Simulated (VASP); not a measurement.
# Si: relaxation of cell and atoms with PBEsol

The system is Si.

```
Si
1.0
     0.00000    2.81547    2.81547
     2.81547    0.00000    2.81547
     2.81547    2.81547    0.00000
Si
2
Direct
  0.00000 0.00000 0.00000
  0.25000 0.25000 0.25000
```

```json
{
 "Program": "VASP 6.6.1",
 "Task": "relaxation of cell and atoms",
 "Functional": "PBEsol",
 "Potentials or basis": "VASP PAW PBE potentials, release 64 (Si)",
 "Cutoff": "600 eV",
 "k mesh": "8 × 8 × 8",
 "Occupations": "gaussian, width 0.02 eV",
 "Spin": "no spin polarisation",
 "Dipole correction": "no",
 "Further INCAR settings": "ALGO = Normal; EDIFF = 1e-07; IBRION = 2; EDIFFG = -0.01; NSW = 80; ISIF = 3"
}
```

```json
{
 "Relaxed volume": "20.08 Å³/atom",
 "Relaxed cell": "a = 3.844 Å, b = 3.844 Å, c = 3.844 Å, α = 60.00°, β = 60.00°, γ = 60.00°",
 "Space group after relaxing (to 0.05 Å)": "Fd-3m (No. 227)",
 "Energy gained by relaxing": "60.6 meV/atom",
 "Ionic steps": "3",
 "Pressure after relaxing": "0.0 GPa",
 "Band gap on the k mesh": "0.51 eV, indirect (least direct gap 2.52 eV)"
}
```

Step by step:
```csv
step,energy change (eV),largest force (eV/Å),pressure (GPa),volume (Å³)
1,0.0000,0.0000,-7.89,44.64
2,-0.0804,0.0000,6.12,37.91
3,-0.1212,0.0000,-0.02,40.17
```

Final structure:
```cif
data_structure
_symmetry_space_group_name_H-M 'P 1'
_symmetry_Int_Tables_number 1
_cell_length_a 3.8441
_cell_length_b 3.8441
_cell_length_c 3.8441
_cell_angle_alpha 60.000
_cell_angle_beta 60.000
_cell_angle_gamma 60.000
_cell_volume 40.17
loop_
_atom_site_label
_atom_site_type_symbol
_atom_site_fract_x
_atom_site_fract_y
_atom_site_fract_z
_atom_site_occupancy
Si1 Si 0.00000 0.00000 0.00000 1
Si2 Si 0.25000 0.25000 0.25000 1
```

Levels at points of the mesh, in eV from the valence-band top:
```
           k point  band 1  band 2  band 3  band 4  band 5  band 6  band 7  band 8
(0.00, 0.00, 0.00)  -11.97    0.00    0.00    0.00    2.52    2.52    2.52    3.29
(0.50, 0.00, 0.00)   -9.63   -7.00   -1.20   -1.20    1.45    3.27    3.27    7.51
(0.50, 0.50, 0.00)   -7.82   -7.82   -2.87   -2.87    0.59    0.59   10.04   10.04
```

Wall time 21 s on 1 thread of Intel(R) Xeon(R) Platinum 8488C (Sapphire Rapids), on a shared host, peak memory 0.17 GiB.

Caveat: the PAW data sets were made with another functional, which shifts forces and pressure a little. PBEsol gaps usually lie below the measured ones, often by a third to a half.
